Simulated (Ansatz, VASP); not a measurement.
**Au3C: VASP beside Ansatz**

```xyz
4
Lattice="2.9402 0.0000 0.0000 -1.4701 2.5463 0.0000 0.0000 0.0000 21.8975" Properties=species:S:1:pos:R:3 pbc="T T T"
Au    1.4701    0.8488    4.0000
Au    0.0000    1.6975    6.4492
Au    0.0000    0.0000    8.8975
C     1.9601   -1.1317   12.7675
```

Alike in both runs: task single point; functional PBE; k mesh 9 × 9 × 1; occupations gaussian, width 0.1 eV; no spin polarisation.

|  | VASP | Ansatz |
| --- | --- | --- |
| version | VASP 6.6.1 | Ansatz 0.2.0 |
| potentials or method | VASP PAW PBE potentials, release 64 (Au, C), cutoff 520 eV | scalar-relativistic, plane waves, PAW |
| valence electrons in the cell | 37 | 61 |

Ansatz gave:

- gap on the k mesh at the Fermi level (eV): none
- rms of the force components (eV/Å): 0.057

What did VASP give for the same quantities?

gap on the k mesh at the Fermi level (eV): none; rms of the force components (eV/Å): 0.059.

Atom by atom the forces differ by 0.003 eV/Å (rms over components). A gap of «none» marks a metal or a gap that the smearing closes. VASP's potentials hold 37 valence electrons a cell and Ansatz's 61, so a difference there can come from the potentials and not from the codes.

Spin-orbit coupling is off throughout.
